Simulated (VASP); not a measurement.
## MgS: single point with LDA

The system is MgS.

```
Mg S
1.0
     0.00000    2.60165    2.47157
     2.60165    0.00000    2.47157
     2.60165    2.60165    0.00000
Mg S
1 1
Direct
  0.00000 0.00000 0.00000
  0.50000 0.50000 0.50000
```

This cell differs from its parent crystal: strain +0.000 along x and y, -0.050 along z.

```yaml
Program: VASP 6.6.1
Task: single point
Functional: LDA
Potentials_or_basis: VASP PAW LDA potentials, release 64 (Mg, S)
Cutoff: 520 eV
k_mesh: 8 × 8 × 8
Occupations: gaussian, width 0.05 eV
Spin: no spin polarisation
```

```
Pressure               : 0.6 GPa
Band gap on the k mesh : 2.43 eV, indirect (least direct gap 3.82 eV)
```

Stress tensor (GPa, compression positive):
```
-1.75  0.00  0.00
 0.00 -1.75  0.00
 0.00  0.00  5.29
```

Levels at points of the mesh, in eV from the valence-band top:
| k point | band 2 | band 3 | band 4 | band 5 | band 6 | band 7 |
| --- | --- | --- | --- | --- | --- | --- |
| (0.00, 0.00, 0.00) | -0.25 | 0.00 | 0.00 | 3.82 | 7.56 | 7.56 |
| (0.50, 0.00, 0.00) | -5.27 | -0.82 | -0.67 | 4.33 | 6.44 | 7.09 |
| (0.50, 0.50, 0.00) | -4.55 | -2.07 | -2.07 | 2.43 | 3.88 | 12.56 |
| (0.50, 0.00, 0.50) | -4.63 | -2.04 | -1.59 | 2.71 | 4.09 | 12.03 |

It used 16 s of CPU time on 1 thread of Intel Xeon 6975P-C, on a shared host.

Caveat: the cell differs from its parent crystal (strain +0.000 along x and y, -0.050 along z). A k mesh can miss the band edges.
